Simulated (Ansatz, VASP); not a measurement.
# One calculation of Si3N4, two programs

Contents of INCAR:

```
PREC = Accurate
ENCUT = 520
EDIFF = 1E-7
ISMEAR = -1
SIGMA = 0.02
LREAL = False
LASPH = True
NELM = 60
ALGO = Normal
ISIF = 2
LWAVE = False
LCHARG = False
GGA = PE
NBANDS = 45
```

File KPOINTS:

```
Automatic mesh
0
Gamma
  6 6 8
```

Contents of POSCAR:

```
Si3N4
1.0
    7.5296074153      0.0000000000      0.0000000000
   -3.7648037076      6.5208313022      0.0000000000
    0.0000000000      0.0000000000      2.8765900017
Si N
6 8
Direct
    0.2323072919      0.8261484051      0.7500000000
    0.4061588868      0.2323072919      0.2500000000
    0.8261484051      0.5938411132      0.2500000000
    0.1738515949      0.4061588868      0.7500000000
    0.5938411132      0.7676927081      0.7500000000
    0.7676927081      0.1738515949      0.2500000000
    0.3333333333      0.6666666667      0.7500000000
    0.6666666667      0.3333333333      0.2500000000
    0.9703605768      0.6700469691      0.7500000000
    0.3003136078      0.9703605768      0.2500000000
    0.6700469691      0.6996863922      0.2500000000
    0.3299530309      0.3003136078      0.7500000000
    0.0296394232      0.3299530309      0.2500000000
    0.6996863922      0.0296394232      0.7500000000
```

Input for Ansatz:

```yaml
crystal:
  lattice:
    - [7.5296074153, 0.0, 0.0]
    - [-3.7648037076, 6.5208313022, 0.0]
    - [0.0, 0.0, 2.8765900017]
  atoms:
    - { symbol: Si, position: [0.2323072919, 0.8261484051, 0.75] }
    - { symbol: Si, position: [0.4061588868, 0.2323072919, 0.25] }
    - { symbol: Si, position: [0.8261484051, 0.5938411132, 0.25] }
    - { symbol: Si, position: [0.1738515949, 0.4061588868, 0.75] }
    - { symbol: Si, position: [0.5938411132, 0.7676927081, 0.75] }
    - { symbol: Si, position: [0.7676927081, 0.1738515949, 0.25] }
    - { symbol: "N", position: [0.3333333333, 0.6666666667, 0.75] }
    - { symbol: "N", position: [0.6666666667, 0.3333333333, 0.25] }
    - { symbol: "N", position: [0.9703605768, 0.6700469691, 0.75] }
    - { symbol: "N", position: [0.3003136078, 0.9703605768, 0.25] }
    - { symbol: "N", position: [0.6700469691, 0.6996863922, 0.25] }
    - { symbol: "N", position: [0.3299530309, 0.3003136078, 0.75] }
    - { symbol: "N", position: [0.0296394232, 0.3299530309, 0.25] }
    - { symbol: "N", position: [0.6996863922, 0.0296394232, 0.75] }
kpoints:
  mp_grid: { grid: [6, 6, 8] }
  band_path:
    path:
      - [0.0, 0.0, 0.0]
      - [0.5, 0.0, 0.0]
      - [0.3333333333, 0.3333333333, 0.0]
      - [0.0, 0.0, 0.5]
      - [0.5, 0.0, 0.5]
      - [0.3333333333, 0.3333333333, 0.5]
      - [0.0, 0.0, 0.166667]
    npoints: 1
hamiltonian:
  xc: pbe
scf:
  occupations: { method: fermi_dirac, width: 0.02 }
  n_extra_bands: 7
output:
  forces: true
  stress: true
  eigenvalues: true
  write_density: true
  write_potential: true
  elf: true
  volumetric_format: npy
```

Change from the starting cell: hydrostatic strain -1.0%.

Alike in both runs: task single point; functional PBE; k mesh 6 × 6 × 8; occupations fermi-dirac, width 0.02 eV; no spin polarisation.

|  | VASP | Ansatz |
| --- | --- | --- |
| version | VASP 6.6.1 | Ansatz 0.2.0 |
| potentials or method | VASP PAW PBE potentials, release 64 (Si, N) | plane waves, PAW |
| plane-wave cutoff (eV) | 520 | 420 |
| valence electrons in the cell | 64 | 64 |

Ansatz gave:

| Property | Result |
| --- | --- |
| gap on the k mesh at the Fermi level (eV) | 4.47 |
| pressure (GPa) | 13.8 |
| traceless stress, the component that is largest in VASP (GPa) | 0.50 |
| rms of the force components (eV/Å) | 0.025 |

Question: Estimate VASP's values.

Answer: gap on the k mesh at the Fermi level (eV): 4.46; pressure (GPa): 13.5; traceless stress, the component that is largest in VASP (GPa): 0.46; rms of the force components (eV/Å): 0.024.

Atom by atom the forces differ by 0.002 eV/Å (rms over components).
